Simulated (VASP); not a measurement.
The system is TiTe2 (k07).

```
CELL_PARAMETERS angstrom
3.77700 0.00000 0.00000
-1.88850 3.27098 0.00000
0.00000 0.00000 6.49800
ATOMIC_POSITIONS crystal
Ti 0.00000 0.00000 0.00000
Te 0.66667 0.33333 0.26280
Te 0.33333 0.66667 0.73720
```

```yaml
Program: VASP 6.6.1
Task: relaxation of cell and atoms
Functional: PBE
Dispersion: D3(BJ)
Potentials_or_basis: VASP PAW PBE potentials, release 64 (Ti_sv, Te)
Cutoff: 600 eV
k_mesh: 18 × 18 × 10
Occupations: gaussian, width 0.1 eV
Spin: no spin polarisation
```

At the start: pressure -2.0 GPa; volume 26.76 Å³/atom.

Question: How do energy, volume and symmetry change on relaxing?

Answer: Over 19 steps the energy falls by 12.0 meV/atom and the volume is 25.16 Å³/atom (-6.0 %); space group P-3m1 (No. 164, to 0.05 Å).

The path:
| step | energy change (eV) | largest force (eV/Å) | pressure (GPa) | volume (Å³) |
| --- | --- | --- | --- | --- |
| 1 | 0.0000 | 0.0418 | -2.05 | 80.28 |
| 2 | -0.0160 | 0.4450 | 1.14 | 76.37 |
| 3 | -0.0193 | 0.3239 | 0.14 | 77.48 |
| 4 | -0.0284 | 0.2061 | 0.07 | 76.89 |
| 5 | -0.0324 | 0.0459 | -0.02 | 76.11 |
| 6 | -0.0324 | 0.0589 | 0.00 | 76.17 |
| 7 | -0.0339 | 0.0335 | -0.11 | 76.10 |
| 8 | -0.0356 | 0.0313 | -0.35 | 75.92 |
| 9 | -0.0358 | 0.0332 | 0.21 | 75.24 |
| 10 | -0.0360 | 0.0062 | -0.02 | 75.53 |
| 11 | -0.0360 | 0.0053 | -0.02 | 75.53 |
| 12 | -0.0360 | 0.0042 | -0.03 | 75.55 |
| 13 | -0.0360 | 0.0033 | -0.03 | 75.52 |
| 14 | -0.0360 | 0.0016 | -0.01 | 75.48 |
| 15 | -0.0360 | 0.0017 | 0.00 | 75.49 |
| 16 | -0.0360 | 0.0024 | -0.01 | 75.50 |
| 17 | -0.0360 | 0.0022 | -0.01 | 75.50 |
| 18 | -0.0360 | 0.0025 | -0.05 | 75.49 |
| 19 | -0.0360 | 0.0017 | 0.00 | 75.49 |

Final structure:
```cif
data_structure
_symmetry_space_group_name_H-M 'P 1'
_symmetry_Int_Tables_number 1
_cell_length_a 3.6960
_cell_length_b 3.6960
_cell_length_c 6.3810
_cell_angle_alpha 90.000
_cell_angle_beta 90.000
_cell_angle_gamma 120.000
_cell_volume 75.49
loop_
_atom_site_label
_atom_site_type_symbol
_atom_site_fract_x
_atom_site_fract_y
_atom_site_fract_z
_atom_site_occupancy
Ti1 Ti 0.00000 0.00000 0.00000 1
Te1 Te 0.66667 0.33333 0.27136 1
Te2 Te 0.33333 0.66667 0.72864 1
```
